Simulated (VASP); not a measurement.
# Sb (Fd-3m) in VASP: notebook

Sb is run at these levels: PBE; tasks: single point.

All numbers are computed with VASP 6.6.1; they aren't measurements. Logs are shortened: lines on timing, memory, paths and dates and some standing lists are left out, and cuts for length are marked.

### 1 The cell of the first run

The structure is cubic, space group Fd-3m (No. 227). Conventional cell: a = 6.997 Å, b = 6.997 Å, c = 6.997 Å, α = 90.00°, β = 90.00°, γ = 90.00°. Sb (site symmetry -43m) has 4 Sb at 3.03 Å within 4.0 Å.

### 2 Single point, PBE

INCAR reads:

```
SYSTEM = Sb
PREC     = Accurate       ! precision mode
ENCUT    = 520            ! plane-wave cutoff, eV
EDIFF    = 1E-6           ! SCF threshold, eV
ISMEAR   = -1             ! smearing method
SIGMA    = 0.1            ! smearing width, eV
LREAL    = .FALSE.        ! projectors in reciprocal space
LASPH    = .TRUE.         ! aspherical terms in the spheres
NELM     = 60             ! most SCF steps
ALGO     = Normal         ! electronic algorithm
ISIF     = 2              ! what is computed and relaxed
LWAVE    = .FALSE.        ! write WAVECAR
LCHARG   = .FALSE.        ! write CHGCAR
GGA      = PE             ! functional
NBANDS   = 12             ! bands
```

KPOINTS reads:

```
Automatic mesh
0
G
  9 9 9
  0 0 0
```

POSCAR reads:

```
Sb
1.0
    0.0000000000      3.4984747387      3.4984747387
    3.4984747387      0.0000000000      3.4984747387
    3.4984747387      3.4984747387      0.0000000000
Sb
2
Direct
    0.1250000000      0.1250000000      0.1250000000
    0.8750000000      0.8750000000      0.8750000000
```

Potentials or basis: VASP PAW PBE potentials, release 64 (Sb).

Run with:

```bash
$ cat potpaw_PBE.64/Sb/POTCAR > POTCAR
$ mpirun -np 1 vasp_std > vasp.out
```

OUTCAR:

```text
SYSTEM = Sb
   PREC = Accurate
   ENCUT = 520
   EDIFF = 1E-6
   ISMEAR = -1
   LREAL = .FALSE.
   LASPH = .TRUE.
   NELM = 60
   ISIF = 2
   GGA = PE

 ion  position               nearest neighbor table
   1  0.125  0.125  0.125-   2 3.03   2 3.03   2 3.03   2 3.03
   2  0.875  0.875  0.875-   1 3.03   1 3.03   1 3.03   1 3.03

  LATTYP: Found a face centered cubic cell.
 ALAT       =     6.9969494774

  Lattice vectors:

 A1 = (   0.0000000000,   3.4984747387,   3.4984747387)
 A2 = (   3.4984747387,   0.0000000000,   3.4984747387)
 A3 = (   3.4984747387,   3.4984747387,   0.0000000000)

Analysis of symmetry for initial positions (statically):
=====================================================================
 Subroutine PRICEL returns:
 Original cell was already a primitive cell.

 Routine SETGRP: Setting up the symmetry group for a
 face centered cubic supercell.

 Subroutine GETGRP returns: Found 48 space group operations
 (whereof 12 operations were pure point group operations)
 out of a pool of 48 trial point group operations.

The static configuration has the point symmetry D_3d.
 The point group associated with its full space group is O_h .

Analysis of symmetry for dynamics (positions and initial velocities):
=====================================================================
 Subroutine PRICEL returns:
 Original cell was already a primitive cell.

 Routine SETGRP: Setting up the symmetry group for a
 face centered cubic supercell.

 Subroutine GETGRP returns: Found 48 space group operations
 (whereof 12 operations were pure point group operations)
 out of a pool of 48 trial point group operations.

The dynamic configuration has the point symmetry D_3d.
 The point group associated with its full space group is O_h .

 Subroutine INISYM returns: Found 48 space group operations
 (whereof 12 operations are pure point group operations),
 and found     1 'primitive' translations

----------------------------------------------------------------------------------------

                                     Primitive cell

  volume of cell :      85.6379

  direct lattice vectors                    reciprocal lattice vectors
     0.000000000  3.498474739  3.498474739    -0.142919426  0.142919426  0.142919426
     3.498474739  0.000000000  3.498474739     0.142919426 -0.142919426  0.142919426
     3.498474739  3.498474739  0.000000000     0.142919426  0.142919426 -0.142919426

  length of vectors
[... 92 lines left out ...]
   PSTRESS=    0.0 pullay stress
   NELECT =      10.0000    total number of electrons
   NUPDOWN=      -1.0000    fix difference up-down
   EMIN   =  10.00;   EMAX   =-10.00  energy-range for DOS
   EFERMI =   0.00;   METHOD = LEGACY
   ISMEAR =    -1;   SIGMA  =   0.10  broadening in eV -4-tet -1-fermi 0-gaus
   EFERMI_NEDOS =   21; number of points for ismear=-14 and -15
   IALGO  =     38    algorithm
   IMIX   =      4    mixing-type and parameters
     AMIX     =   0.40;   BMIX     =  1.00
     AMIX_MAG =   1.60;   BMIX_MAG =  1.00
  volume/ion in A,a.u.               =      42.82       288.96
  Fermi-wavevector in a.u.,A,eV,Ry     =   0.800177  1.512115  8.711583  0.640283
  Thomas-Fermi vector in A             =   1.907423
   LORBIT       =      0    0 simple, 1 ext, 2 COOP (PROOUT), +10 PAW based schemes
   GGA     = PE    functional components
   LHFCALC =     F    Hartree Fock is set to
   AEXX    =    0.0000 exact exchange contribution
   IVDW    =     0    specifies the selected vdW correction
   LEPSILON=     F    determine dielectric tensor
   LRPA    =     F    only Hartree local field effects (RPA)
 non-spin polarized calculation
  energy-cutoff  :      520.00
  volume of cell :       85.64
 maximum number of plane-waves:      2316
 NGX is ok and might be reduce to    40
   NGX = 19   NGY = 19   NGZ = 19

 number of electron      10.0000000 magnetization

 number of electron       9.9999999 magnetization

 Free energy of the ion-electron system (eV)
  ---------------------------------------------------
  ext. energy  EPLUGINS =         0.00000000
  ---------------------------------------------------
  free energy    TOTEN  =        -7.67681243 eV

  energy without entropy =       -7.62815343  energy(sigma->0) =       -7.65248293

 E-fermi :   3.8235     XC(G=0):  -7.8442

 val. band max:        3.8154473849   @ k =  -0.4444   0.4444   0.1111
 cond. band min:       3.8268869850   @ k =   0.4444   0.3333   0.0000
 fundamental gap:      0.0114396002
 Fermi energy:         3.8234713465

 k-point     1 :       0.0000    0.0000    0.0000
  band No.  band energies     occupation
      1      -7.5674      2.00000
      2      -1.5567      2.00000
      3       2.0932      2.00000
      4       2.0932      2.00000
      5       2.0932      2.00000
      6       4.3705      0.00838
      7       4.3705      0.00838
      8       4.3705      0.00838
      9       7.8005      0.00000
     10      10.1834      0.00000
     11      10.1834      0.00000
     12      11.3796      0.00000
[... 331 lines left out ...]
 k-point    24 :       0.4444    0.4444    0.0000
  band No.  band energies     occupation
      1      -5.8572      2.00000
      2      -4.9741      2.00000
      3       0.5312      2.00000
      4       0.5312      2.00000
      5       3.3488      1.98279
      6       3.4758      1.94003
      7       7.8144      0.00000
      8       7.8144      0.00000
      9       9.3274      0.00000
     10      10.5672      0.00000
     11      12.2076      0.00000
     12      12.2082      0.00000

 [... further k-points ...]

------------------------ aborting loop because EDIFF is reached ----------------------------------------

  FORCE on cell =-STRESS in cart. coord.  units (eV):
  Direction    XX          YY          ZZ          XY          YZ          ZX
  --------------------------------------------------------------------------------------
  -------------------------------------------------------------------------------------
  Total       -0.0190897     -0.0190897     -0.0190897     -0.0000000     -0.0000000      0.0000000
  in kB       -0.3571449     -0.3571449     -0.3571449     -0.0000000     -0.0000000      0.0000000
  external PRESSURE =      -0.3571449 kB  Pullay stress =       0.0000000 kB

 VOLUME and BASIS-vectors are now :
 -----------------------------------------------------------------------------
  energy-cutoff  :      520.00
  volume of cell :       85.64
      direct lattice vectors                 reciprocal lattice vectors
     0.000000000  3.498474739  3.498474739    -0.142919426  0.142919426  0.142919426
     3.498474739  0.000000000  3.498474739     0.142919426 -0.142919426  0.142919426
     3.498474739  3.498474739  0.000000000     0.142919426  0.142919426 -0.142919426

 POSITION                                       TOTAL-FORCE (eV/Angst)
 -----------------------------------------------------------------------------------
      0.87462      0.87462      0.87462         0.000000      0.000000      0.000000
      6.12233      6.12233      6.12233        -0.000000     -0.000000     -0.000000
 -----------------------------------------------------------------------------------
    total drift:                                0.000000     -0.000000     -0.000000

  FREE ENERGIE OF THE ION-ELECTRON SYSTEM (eV)
  ---------------------------------------------------
  free  energy   TOTEN  =        -7.6768124344 eV

  energy  without entropy=       -7.6281534320  energy(sigma->0) =       -7.65248293
```

OSZICAR:

```text
N       E                     dE             d eps       ncg     rms          rms(c)
DAV:   1     0.306895614958E+02    0.30690E+02   -0.32557E+03   840   0.619E+02
DAV:   2    -0.549576835077E+01   -0.36185E+02   -0.34942E+02  1152   0.950E+01
DAV:   3    -0.767099488547E+01   -0.21752E+01   -0.21311E+01  1096   0.253E+01
DAV:   4    -0.769665133676E+01   -0.25656E-01   -0.25652E-01   932   0.319E+00
DAV:   5    -0.769716175505E+01   -0.51042E-03   -0.51042E-03  1052   0.500E-01    0.248E+00
DAV:   6    -0.768401604041E+01    0.13146E-01   -0.66454E-03   888   0.431E-01    0.149E+00
DAV:   7    -0.767643706801E+01    0.75790E-02   -0.16094E-02   888   0.654E-01    0.673E-02
DAV:   8    -0.767675219757E+01   -0.31513E-03   -0.68978E-04   888   0.151E-01    0.181E-02
DAV:   9    -0.767680122381E+01   -0.49026E-04   -0.51877E-05   964   0.412E-02    0.891E-03
DAV:  10    -0.767681168435E+01   -0.10461E-04   -0.15544E-05   884   0.196E-02    0.575E-03
DAV:  11    -0.767681243442E+01   -0.75007E-06   -0.51881E-07   800   0.397E-03
   1 F= -.76768124E+01 E0= -.76524829E+01  d E =-.486590E-01
```

stdout:

```text
POSCAR found type information on POSCAR Sb
 POSCAR found :  1 types and       2 ions
 scaLAPACK will be used
 LDA part: xc-table for (Slater+PW92), standard interpolation
 POSCAR, INCAR and KPOINTS ok, starting setup
 FFT: planning ... GRIDC
 FFT: planning ... GRID_SOFT
 FFT: planning ... GRID
 WAVECAR not read
 entering main loop
```

It used 27 s of CPU time on 1 thread of AMD EPYC 7R13 Processor (Zen 3), on a shared host.

Results:

- Free energy: -7.6768 eV
- Pressure: 0.0 GPa
- Band gap on the k mesh: zero (band 5 reaches 4.25 eV, above the bottom of band 6 at 3.48 eV)

Caveat: spin-orbit coupling is left out, which moves the levels of the heavy elements.

### 3 Single point, PBE (volume scaled by 1.04)

INCAR reads:

```
SYSTEM = Sb
PREC     = Accurate       ! precision mode
ENCUT    = 520            ! plane-wave cutoff, eV
EDIFF    = 1E-6           ! SCF threshold, eV
ISMEAR   = -1             ! smearing method
SIGMA    = 0.1            ! smearing width, eV
LREAL    = .False.        ! projectors in reciprocal space
LASPH    = .True.         ! aspherical terms in the spheres
NELM     = 60             ! most SCF steps
ALGO     = Normal         ! electronic algorithm
ISIF     = 2              ! what is computed and relaxed
LWAVE    = .False.        ! write WAVECAR
LCHARG   = .True.         ! write CHGCAR
GGA      = PE             ! functional
LELF     = .True.         ! ELF
LVHAR    = .True.       
NBANDS   = 12             ! bands
```

KPOINTS reads:

```
regular mesh
0
Gamma
  9 9 9
  0 0 0
```

POSCAR reads:

```
Sb
1.0
    0.0000000000      3.5445125805      3.5445125805
    3.5445125805      0.0000000000      3.5445125805
    3.5445125805      3.5445125805      0.0000000000
Sb
2
Direct
    0.1250000000      0.1250000000      0.1250000000
    0.8750000000      0.8750000000      0.8750000000
```

Potentials or basis: VASP PAW PBE potentials, release 64 (Sb).

Run with:

```bash
$ cat potpaw_PBE.64/Sb/POTCAR > POTCAR
$ mpirun -np 1 vasp_std > vasp.out
```

It used 32 s of CPU time on 1 thread of AMD EPYC 7R13 Processor (Zen 3), with other jobs on the host.

The run converged. Its results:

```
Free energy            : -7.6635 eV
Pressure               : -1.2 GPa
Band gap on the k mesh : zero (band 5 reaches 3.85 eV, above the bottom of band 6 at 3.16 eV)
```

Levels at points of the mesh, in eV from the Fermi level:
| k point | band 2 | band 3 | band 4 | band 5 | band 6 | band 7 | band 8 | band 9 |
| --- | --- | --- | --- | --- | --- | --- | --- | --- |
| (0.00, 0.00, 0.00) | -5.55 | -1.67 | -1.67 | -1.67 | 0.57 | 0.57 | 0.57 | 3.98 |

Caveat: spin-orbit coupling is left out, which moves the levels of the heavy elements.

### 4 Single point, PBE (volume scaled by 1.08)

Edit INCAR of step 3 so:

```diff
@@ -3,3 +3,3 @@
 ENCUT    = 520            ! plane-wave cutoff, eV
-EDIFF    = 1E-6           ! SCF threshold, eV
+EDIFF    = 1E-7           ! SCF threshold, eV
 ISMEAR   = -1             ! smearing method
@@ -12,6 +12,4 @@
 LWAVE    = .False.        ! write WAVECAR
-LCHARG   = .True.         ! write CHGCAR
+LCHARG   = .False.        ! write CHGCAR
 GGA      = PE             ! functional
-LELF     = .True.         ! ELF
-LVHAR    = .True.       
 NBANDS   = 12             ! bands
```

KPOINTS is that of step 3.

POSCAR reads:

```
Sb
1.0
    0.0000000000      3.5893845919      3.5893845919
    3.5893845919      0.0000000000      3.5893845919
    3.5893845919      3.5893845919      0.0000000000
Sb
2
Direct
    0.1250000000      0.1250000000      0.1250000000
    0.8750000000      0.8750000000      0.8750000000
```

Potentials or basis: VASP PAW PBE potentials, release 64 (Sb).

Run with:

```bash
$ cat potpaw_PBE.64/Sb/POTCAR > POTCAR
$ mpirun -np 1 vasp_std > vasp.out
```

OUTCAR:

```text
SYSTEM = Sb
   PREC = Accurate
   ENCUT = 520
   EDIFF = 1E-7
   ISMEAR = -1
   LREAL = .False.
   LASPH = .True.
   NELM = 60
   ISIF = 2
   GGA = PE

 ion  position               nearest neighbor table
   1  0.125  0.125  0.125-   2 3.11   2 3.11   2 3.11   2 3.11
   2  0.875  0.875  0.875-   1 3.11   1 3.11   1 3.11   1 3.11

  LATTYP: Found a face centered cubic cell.
 ALAT       =     7.1787691838

  Lattice vectors:

 A1 = (   0.0000000000,   3.5893845919,   3.5893845919)
 A2 = (   3.5893845919,   0.0000000000,   3.5893845919)
 A3 = (   3.5893845919,   3.5893845919,   0.0000000000)

Analysis of symmetry for initial positions (statically):
=====================================================================
 Subroutine PRICEL returns:
 Original cell was already a primitive cell.

 Routine SETGRP: Setting up the symmetry group for a
 face centered cubic supercell.

 Subroutine GETGRP returns: Found 48 space group operations
 (whereof 12 operations were pure point group operations)
 out of a pool of 48 trial point group operations.

The static configuration has the point symmetry D_3d.
 The point group associated with its full space group is O_h .

Analysis of symmetry for dynamics (positions and initial velocities):
=====================================================================
 Subroutine PRICEL returns:
 Original cell was already a primitive cell.

 Routine SETGRP: Setting up the symmetry group for a
 face centered cubic supercell.

 Subroutine GETGRP returns: Found 48 space group operations
 (whereof 12 operations were pure point group operations)
 out of a pool of 48 trial point group operations.

The dynamic configuration has the point symmetry D_3d.
 The point group associated with its full space group is O_h .

 Subroutine INISYM returns: Found 48 space group operations
 (whereof 12 operations are pure point group operations),
 and found     1 'primitive' translations
[... 120 lines left out ...]
   GGA     = PE    functional components
   LHFCALC =     F    Hartree Fock is set to
   AEXX    =    0.0000 exact exchange contribution
   IVDW    =     0    specifies the selected vdW correction
   LEPSILON=     F    determine dielectric tensor
   LRPA    =     F    only Hartree local field effects (RPA)
 non-spin polarized calculation
  energy-cutoff  :      520.00
  volume of cell :       92.49
 maximum number of plane-waves:      2518
 NGX is ok and might be reduce to    40
   NGX = 19   NGY = 19   NGZ = 19

 number of electron      10.0000000 magnetization

 Free energy of the ion-electron system (eV)
  ---------------------------------------------------
  ext. energy  EPLUGINS =         0.00000000
  ---------------------------------------------------
  free energy    TOTEN  =        -7.62819965 eV

  energy without entropy =       -7.58415273  energy(sigma->0) =       -7.60617619

 E-fermi :   3.1664     XC(G=0):  -7.5343

 val. band max:        3.1316929030   @ k =   0.2222   0.2222   0.0000
 cond. band min:       3.1709401817   @ k =  -0.4444   0.4444   0.0000
 fundamental gap:      0.0392472787
 Fermi energy:         3.1663819916

 k-point     1 :       0.0000    0.0000    0.0000
  band No.  band energies     occupation
      1      -7.8108      2.00000
      2      -2.5414      2.00000
      3       1.5613      2.00000
      4       1.5613      2.00000
      5       1.5613      2.00000
      6       3.7480      0.00594
      7       3.7480      0.00594
      8       3.7480      0.00594
      9       7.1542      0.00000
     10       9.4939      0.00000
     11       9.4939      0.00000
     12      10.7014      0.00000
[... 331 lines left out ...]
 k-point    24 :       0.4444    0.4444    0.0000
  band No.  band energies     occupation
      1      -6.2637      2.00000
      2      -5.4707      2.00000
      3       0.1465      2.00000
      4       0.1465      2.00000
      5       2.7832      1.95760
      6       2.8558      1.91430
      7       6.8294      0.00000
      8       6.8294      0.00000
      9       8.4991      0.00000
     10       9.6316      0.00000
     11      11.3954      0.00000
     12      11.3971      0.00000

 [... further k-points ...]

------------------------ aborting loop because EDIFF is reached ----------------------------------------

  FORCE on cell =-STRESS in cart. coord.  units (eV):
  Direction    XX          YY          ZZ          XY          YZ          ZX
  --------------------------------------------------------------------------------------
  -------------------------------------------------------------------------------------
  Total       -1.2132919     -1.2132919     -1.2132919      0.0000000      0.0000000      0.0000000
  in kB      -21.0177340    -21.0177340    -21.0177340      0.0000000      0.0000000      0.0000000
  external PRESSURE =     -21.0177340 kB  Pullay stress =       0.0000000 kB

 VOLUME and BASIS-vectors are now :
 -----------------------------------------------------------------------------
  energy-cutoff  :      520.00
  volume of cell :       92.49
      direct lattice vectors                 reciprocal lattice vectors
     0.000000000  3.589384592  3.589384592    -0.139299645  0.139299645  0.139299645
     3.589384592  0.000000000  3.589384592     0.139299645 -0.139299645  0.139299645
     3.589384592  3.589384592  0.000000000     0.139299645  0.139299645 -0.139299645

 POSITION                                       TOTAL-FORCE (eV/Angst)
 -----------------------------------------------------------------------------------
      0.89735      0.89735      0.89735         0.000000     -0.000000      0.000000
      6.28142      6.28142      6.28142        -0.000000      0.000000     -0.000000
 -----------------------------------------------------------------------------------
    total drift:                                0.000000     -0.000000     -0.000000

  FREE ENERGIE OF THE ION-ELECTRON SYSTEM (eV)
  ---------------------------------------------------
  free  energy   TOTEN  =        -7.6281996523 eV

  energy  without entropy=       -7.5841527345  energy(sigma->0) =       -7.60617619
```

stdout:

```text
POSCAR found type information on POSCAR Sb
 POSCAR found :  1 types and       2 ions
 scaLAPACK will be used
 LDA part: xc-table for (Slater+PW92), standard interpolation
 POSCAR, INCAR and KPOINTS ok, starting setup
 FFT: planning ... GRIDC
 FFT: planning ... GRID_SOFT
 FFT: planning ... GRID
 WAVECAR not read
 entering main loop
```

It used 33 s of CPU time on 1 thread of AMD EPYC 7R13 Processor (Zen 3) (shared host).

What came out:

* Free energy: -7.6282 eV
* Pressure: -2.1 GPa
* Band gap on the k mesh: zero (band 5 reaches 3.47 eV, above the bottom of band 6 at 2.86 eV)

Caveat: spin-orbit coupling is left out, which moves the levels of the heavy elements.

### 5 Summary

| cell | gap on the mesh (eV) | pressure (GPa) |
| --- | --- | --- |
| a = 4.948 Å, angles 60.0°, 2 atoms | none | 0.0 |
| a = 5.013 Å, angles 60.0°, 2 atoms | none | -1.2 |
| a = 5.076 Å, angles 60.0°, 2 atoms | none | -2.1 |

Alike in all rows: task single point; level PBE; potentials or basis VASP PAW PBE potentials, release 64 (Sb); no spin polarisation; k mesh 9 × 9 × 9; cutoff (eV) 520; smearing fermi-dirac 0.1 eV.

Caveats: spin-orbit coupling is left out, which moves the levels of the heavy elements.

Total energies depend on the potentials used, so only differences within one code and one set of settings carry meaning.
